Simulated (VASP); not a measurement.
Crystal: NdHf.

```
CELL_PARAMETERS angstrom
4.14517 0.00000 0.00000
-2.07258 3.58982 0.00000
0.00000 0.00000 3.29141
ATOMIC_POSITIONS crystal
Nd 0.00000 0.00000 0.00000
Hf 0.66667 0.33333 0.00000
```

The cell was generated, and may not be a known phase.

| Quantity | Value |
| --- | --- |
| Program | VASP 6.6.1 |
| Task | relaxation of cell and atoms |
| Functional | PBE |
| Potentials or basis | VASP PAW PBE potentials, release 64 (Nd_3, Hf_pv), 4f in core |
| Cutoff | 500 eV |
| k mesh | 6 × 6 × 6 |
| Occupations | gaussian, width 0.2 eV |
| Spin | no spin polarisation |

At the start: pressure 30.8 GPa; volume 24.49 Å³/atom.

**Question.** Where does the relaxation end?

**Answer.** Over 6 steps the energy falls by 1704.1 meV/atom and the volume is 37.41 Å³/atom (+52.8 %); space group P-6m2 (No. 187, to 0.1 Å) before and after.

The path:
```tsv
step	energy change (eV)	largest force (eV/Å)	pressure (GPa)	volume (Å³)
1	0.0000	0.0000	30.85	48.98
2	-3.2929	0.0000	-3.09	85.87
3	-3.3018	0.0000	-0.14	74.02
4	-3.3576	0.0000	-1.81	79.56
5	-3.3573	0.0000	-1.64	78.91
6	-3.4083	0.0000	0.11	74.82
```

Final structure:
```
Nd Hf
1.0
     5.43933    0.00000    0.00000
    -2.71967    4.71060    0.00000
     0.00000    0.00000    2.92015
Nd Hf
1 1
Cartesian
  0.0000 0.0000 0.0000
  2.7197 1.5702 2.9202
```

Caveat: the volume moved by over 15 % at a fixed basis, so the end points are rough.
